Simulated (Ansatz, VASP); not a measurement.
One calculation of CaO, two programs

```
CELL_PARAMETERS angstrom
0.00000 2.31476 2.31476
2.31476 0.00000 2.31476
2.31476 2.31476 0.00000
ATOMIC_POSITIONS crystal
Ca 0.00000 0.00000 0.00000
O 0.50000 0.50000 0.50000
```

Alike in both runs: task single point; functional PBE; k mesh 8 × 8 × 8; occupations gaussian, width 0.02 eV; no spin polarisation.

|  | VASP | Ansatz |
| --- | --- | --- |
| version | VASP 6.6.1 | Ansatz 0.2.0 |
| potentials or method | VASP PAW PBE potentials, release 64 (Ca_sv, O), cutoff 520 eV | scalar-relativistic, plane waves, PAW |
| valence electrons in the cell | 16 | 16 |

```csv
,VASP,Ansatz,Ansatz less VASP
gap on the k mesh at the Fermi level (eV),3.57,3.59,+0.026
least direct gap on the mesh (eV),3.91,3.93,+0.024
pressure (GPa),18.8,17.8,-0.98
```
